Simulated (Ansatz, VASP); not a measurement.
# Al2H: VASP beside Ansatz

```
CELL_PARAMETERS angstrom
5.02779 0.00000 0.00000
0.00000 5.10873 0.00000
0.00000 0.00000 2.80032
ATOMIC_POSITIONS crystal
Al 0.22458 0.66487 0.00000
Al 0.77542 0.33513 0.00000
Al 0.27542 0.16487 0.50000
Al 0.72458 0.83513 0.50000
H 0.00000 0.00000 0.00000
H 0.50000 0.50000 0.50000
```

Change from the starting cell: species swapped into the Fe2C type (Pnnm, No. 58).

Alike in both runs: functional PBE; k mesh 4 × 4 × 6; occupations gaussian, width 0.1 eV; no spin polarisation.

Ansatz relaxed the structure, and its values are those at the end. VASP's run is a single point on that final structure, the one shown.

|  | VASP | Ansatz |
| --- | --- | --- |
| version | VASP 6.6.1 | Ansatz 0.2.0 |
| potentials or method | VASP PAW PBE potentials, release 64 (Al, H), cutoff 520 eV | scalar-relativistic, plane waves, PAW |
| valence electrons in the cell | 14 | 14 |

VASP gave:

* gap on the k mesh at the Fermi level (eV): none
* pressure (GPa): 0.1
* rms of the force components (eV/Å): 0.007

Task: Which values does Ansatz return?

Result: gap on the k mesh at the Fermi level (eV): none; pressure (GPa): 0.2; rms of the force components (eV/Å): 0.007.

A gap of «none» marks a metal or a gap that the smearing closes. With one functional, cell and mesh, what is left measures potentials, basis and numerics.

The k mesh is coarse, so the values compare programs but aren't converged.
